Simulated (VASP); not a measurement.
Here is a VASP 6.6.1 calculation.

File INCAR:

```
SYSTEM = Al8O9
  ALGO = Normal
  EDIFF = 1E-6
  ENCUT = 520
  GGA = PE
  ISIF = 2
  ISMEAR = 0
  LASPH = .True.
  LCHARG = .False.
  LREAL = Auto
  LWAVE = .False.
  NBANDS = 53
  NELM = 80
  PREC = Accurate
  SIGMA = 0.1
```

Contents of KPOINTS:

```
k-points
0
Gamma
  6 6 5
  0 0 0
```

Contents of POSCAR:

```
Al8O9
1.0
   -2.4093950000     -4.1734590000      0.0426110000
    2.4158080000     -1.3500960000     -4.3766850000
    4.7216350000     -2.7709730000      4.3386980000
Al O
8 9
Direct
    0.5011821573      0.7960725860      0.8540753729
    0.0138198339      0.3029509160      0.3509659371
    0.5167411758      0.2101502434      0.6448092773
    0.9792558571      0.7089205635      0.1490463213
    0.5101389997      0.1960487834      0.1569136032
    0.9983452492      0.7130258024      0.6302640266
    0.4357860979      0.7493746852      0.3679340477
    0.0139461640      0.2999610566      0.8489391500
    0.3532228424      0.1497106994      0.9001741002
    0.8537718462      0.3494891717      0.0949871879
    0.8046246909      0.0033257045      0.7472033870
    0.6494070618      0.8480954848      0.0975036988
    0.1654684610      0.3305916932      0.5968208598
    0.1580729658      0.6526742434      0.9051023413
    0.6649002256      0.1742659533      0.4036736941
    0.7009092346      0.5083708223      0.7460228202
    0.1914670345      0.9998599912      0.2500815993
```

Potentials or basis: VASP PAW PBE potentials, release 64 (Al, O).

The run is started by

```console
$ cat potpaw_PBE.64/Al/POTCAR potpaw_PBE.64/O/POTCAR > POTCAR
$ mpirun -np 1 vasp_std > vasp.out
```

**Question.** What does it give for the pressure?

**Answer.** -0.1 GPa.

**Question.** Estimate the largest force.

**Answer.** 0.074 eV/Å.

**Question.** Predict the band gap on the k mesh.

**Answer.** 0.36 eV.

Stress tensor (GPa, compression positive):
```
-0.17  0.13 -0.12
 0.13 -0.05 -0.14
-0.12 -0.14 -0.03
```

Caveat: the cell differs from its parent crystal (atoms taken out); semilocal functionals underestimate gaps, and a narrow one can read as zero. A k mesh can miss the band edges.
